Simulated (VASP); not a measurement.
# BeTe (r.bs) (F-43m) in VASP: further runs, part 2 of 2

VASP 6.6.1. Earlier steps stand in the parts before.

**3. Single point, r2SCAN**

Contents of POSCAR:

```
BeTe
1.0
    0.0000000000      2.8287692990      2.8287692990
    2.8287692990      0.0000000000      2.8287692990
    2.8287692990      2.8287692990      0.0000000000
Be Te
1 1
Direct
    0.0000000000      0.0000000000      0.0000000000
    0.2500000000      0.2500000000      0.2500000000
```

Contents of INCAR.step1:

```
  PREC = Accurate
  ENCUT = 660
  ISMEAR = 0
  SIGMA = 0.02
  LREAL = False
  LASPH = True
  NELM = 120
  NBANDS = 11
  GGA = PE
  ALGO = Normal
  EDIFF = 1E-5
  LWAVE = True
  LCHARG = False
  GGA_COMPAT = False
```

Contents of INCAR.step2:

```
  PREC = Accurate
  ENCUT = 660
  EDIFF = 1E-6
  ISMEAR = 0
  SIGMA = 0.02
  LREAL = False
  LASPH = True
  NELM = 120
  ALGO = Normal
  ISIF = 2
  LWAVE = False
  LCHARG = False
  METAGGA = R2SCAN
  LMIXTAU = True
  NBANDS = 11
  ISTART = 1
  GGA_COMPAT = False
```

Contents of KPOINTS:

```
Automatic mesh
0
Gamma
  8 8 8
```

Potentials or basis: VASP PAW PBE potentials, release 64 (Be, Te).

On the command line:

```console
$ cat potpaw_PBE.64/Be/POTCAR potpaw_PBE.64/Te/POTCAR > POTCAR
$ cp INCAR.step1 INCAR
$ mpirun -np 1 vasp_std > vasp.out
$ cp INCAR.step2 INCAR
$ mpirun -np 1 vasp_std > vasp.out
```

OUTCAR:

```text
PREC = Accurate
   ENCUT = 660
   EDIFF = 1E-6
   ISMEAR = 0
   LREAL = False
   LASPH = True
   NELM = 120
   ISIF = 2
   METAGGA = R2SCAN
   ISTART = 1

 ion  position               nearest neighbor table
   1  0.000  0.000  0.000-   2 2.45   2 2.45   2 2.45   2 2.45
   2  0.250  0.250  0.250-   1 2.45   1 2.45   1 2.45   1 2.45

  LATTYP: Found a face centered cubic cell.
 ALAT       =     5.6575385980

  Lattice vectors:

 A1 = (   0.0000000000,   2.8287692990,   2.8287692990)
 A2 = (   2.8287692990,   0.0000000000,   2.8287692990)
 A3 = (   2.8287692990,   2.8287692990,   0.0000000000)

Analysis of symmetry for initial positions (statically):
=====================================================================
 Subroutine PRICEL returns:
 Original cell was already a primitive cell.

 Routine SETGRP: Setting up the symmetry group for a
 face centered cubic supercell.

 Subroutine GETGRP returns: Found 24 space group operations
 (whereof 24 operations were pure point group operations)
 out of a pool of 48 trial point group operations.

The static configuration has the point symmetry T_d .

Analysis of symmetry for dynamics (positions and initial velocities):
=====================================================================
 Subroutine PRICEL returns:
 Original cell was already a primitive cell.

 Routine SETGRP: Setting up the symmetry group for a
 face centered cubic supercell.

 Subroutine GETGRP returns: Found 24 space group operations
 (whereof 24 operations were pure point group operations)
 out of a pool of 48 trial point group operations.

The dynamic configuration has the point symmetry T_d .

 Subroutine INISYM returns: Found 24 space group operations
 (whereof 24 operations are pure point group operations),
 and found     1 'primitive' translations

----------------------------------------------------------------------------------------

[... 114 lines left out ...]
  Fermi-wavevector in a.u.,A,eV,Ry     =   0.918679  1.736052 11.482933  0.843972
  Thomas-Fermi vector in A             =   2.043788
   LORBIT       =      0    0 simple, 1 ext, 2 COOP (PROOUT), +10 PAW based schemes
   METAGGA = R2SCAN    functional components
   LHFCALC =     F    Hartree Fock is set to
   AEXX    =    0.0000 exact exchange contribution
   IVDW    =     0    specifies the selected vdW correction
   LEPSILON=     F    determine dielectric tensor
   LRPA    =     F    only Hartree local field effects (RPA)
 non-spin polarized calculation
 Gauss-broadening in eV      SIGMA  =   0.02
  energy-cutoff  :      660.00
  volume of cell :       45.27
 maximum number of plane-waves:      1807
 NGX is ok and might be reduce to    36
   NGX = 17   NGY = 17   NGZ = 17

 number of electron       8.0000000 magnetization

 Free energy of the ion-electron system (eV)
  ---------------------------------------------------
  ext. energy  EPLUGINS =         0.00000000
  ---------------------------------------------------
  free energy    TOTEN  =       -30.68569989 eV

  energy without entropy =      -30.68569989  energy(sigma->0) =      -30.68569989

 E-fermi :   4.9225     XC(G=0):  -9.4220

 val. band max:        4.7842190562   @ k =   0.0000   0.0000   0.0000
 cond. band min:       7.1536013388   @ k =   0.5000   0.5000   0.0000
 fundamental gap:      2.3693822826
 Fermi energy:         4.9224590512

 k-point     1 :       0.0000    0.0000    0.0000
  band No.  band energies     occupation
      1      -7.9098      2.00000
      2       4.7842      2.00000
      3       4.7842      2.00000
      4       4.7842      2.00000
      5       8.8146      0.00000
      6       8.8146      0.00000
      7       8.8146      0.00000
      8       9.1886      0.00000
      9      13.7984      0.00000
     10      15.5048      0.00000
     11      15.5048      0.00000
[... 309 lines left out ...]
 k-point    24 :      -0.3750    0.2500    0.1250
  band No.  band energies     occupation
      1      -6.2491      2.00000
      2      -0.4631      2.00000
      3       1.8415      2.00000
      4       2.8575      2.00000
      5       9.4722      0.00000
      6       9.5706      0.00000
      7      12.0157      0.00000
      8      13.1692      0.00000
      9      13.8214      0.00000
     10      17.0650      0.00000
     11      17.4316      0.00000

 [... further k-points ...]
[... 5 lines left out ...]
  --------------------------------------------------------------------------------------
  -------------------------------------------------------------------------------------
  Total        0.0455117      0.0455117      0.0455117     -0.0000000      0.0000000      0.0000000
  in kB        1.6106870      1.6106870      1.6106870     -0.0000000      0.0000000      0.0000000
  external PRESSURE =       1.6106870 kB  Pullay stress =       0.0000000 kB

 VOLUME and BASIS-vectors are now :
 -----------------------------------------------------------------------------
  energy-cutoff  :      660.00
  volume of cell :       45.27
      direct lattice vectors                 reciprocal lattice vectors
     0.000000000  2.828769299  2.828769299    -0.176755312  0.176755312  0.176755312
     2.828769299  0.000000000  2.828769299     0.176755312 -0.176755312  0.176755312
     2.828769299  2.828769299  0.000000000     0.176755312  0.176755312 -0.176755312

 POSITION                                       TOTAL-FORCE (eV/Angst)
 -----------------------------------------------------------------------------------
      0.00000      0.00000      0.00000        -0.000000     -0.000000     -0.000000
      1.41438      1.41438      1.41438         0.000000      0.000000      0.000000
 -----------------------------------------------------------------------------------
    total drift:                                0.000000      0.000000      0.000000

  FREE ENERGIE OF THE ION-ELECTRON SYSTEM (eV)
  ---------------------------------------------------
  free  energy   TOTEN  =       -30.6856998931 eV

  energy  without entropy=      -30.6856998931  energy(sigma->0) =      -30.68569989
```

It took 29 s on 1 thread of Intel Xeon 6975P-C (Granite Rapids), shared host; peak memory 0.22 GiB.

Results:

* Free energy: -30.6857 eV
* Pressure: 0.2 GPa
* Band gap on the k mesh: 2.37 eV, indirect (least direct gap 4.03 eV)

Levels at points of the mesh, in eV from the valence-band top:
```
           k point  band 1  band 2  band 3  band 4  band 5  band 6  band 7  band 8
(0.00, 0.00, 0.00)  -12.69    0.00    0.00    0.00    4.03    4.03    4.03    4.40
(0.50, 0.00, 0.00)  -11.29   -5.67   -1.15   -1.15    3.51    5.02    5.02    8.47
(0.50, 0.50, 0.00)  -10.77   -5.27   -2.69   -2.69    2.37    3.01   10.48   10.48
```

Caveat: the PAW data sets were made with another functional, which shifts forces and pressure a little; spin-orbit coupling is left out, which moves the levels of the heavy elements.
